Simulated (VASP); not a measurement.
Input of a VASP 6.6.1 run:

File INCAR:

```
SYSTEM = SrO
PREC = Accurate ; ENCUT = 600
EDIFF = 1E-7 ; ISMEAR = -1
SIGMA = 0.02 ; LREAL = .False.
LASPH = .True. ; NELM = 100
ALGO = Normal ; ISIF = 3
LWAVE = .False. ; LCHARG = .False.
IBRION = 2 ; NSW = 80
EDIFFG = -0.005
```

The input KPOINTS:

```
regular mesh
0
Gamma
  8 8 8
  0 0 0
```

POSCAR

```
SrO
1.0
    0.0000000000      2.5972737626      2.5972737626
    2.5972737626      0.0000000000      2.5972737626
    2.5972737626      2.5972737626      0.0000000000
Sr O
1 1
Direct
    0.0000000000      0.0000000000      0.0000000000
    0.5000000000      0.5000000000      0.5000000000
```

Potentials or basis: VASP PAW LDA potentials, release 64 (Sr_sv, O).

Run with:

```sh
$ cat potpaw_LDA.64/Sr_sv/POTCAR potpaw_LDA.64/O/POTCAR > POTCAR
$ mpirun -np 1 vasp_std > vasp.out
```

Estimate the space group after relaxing (to 0.05 Å).

Fm-3m (No. 225).

Estimate the relaxed volume.

16.34 Å³/atom.

Predict the relaxed cell.

a = 3.589 Å, b = 3.589 Å, c = 3.589 Å, α = 60.00°, β = 60.00°, γ = 60.00°.

Final structure:
```cif
data_structure
_symmetry_space_group_name_H-M 'P 1'
_symmetry_Int_Tables_number 1
_cell_length_a 3.5888
_cell_length_b 3.5888
_cell_length_c 3.5888
_cell_angle_alpha 60.000
_cell_angle_beta 60.000
_cell_angle_gamma 60.000
_cell_volume 32.68
loop_
_atom_site_label
_atom_site_type_symbol
_atom_site_fract_x
_atom_site_fract_y
_atom_site_fract_z
_atom_site_occupancy
Sr1 Sr 0.00000 0.00000 0.00000 1
O1 O 0.50000 0.50000 0.50000 1
```
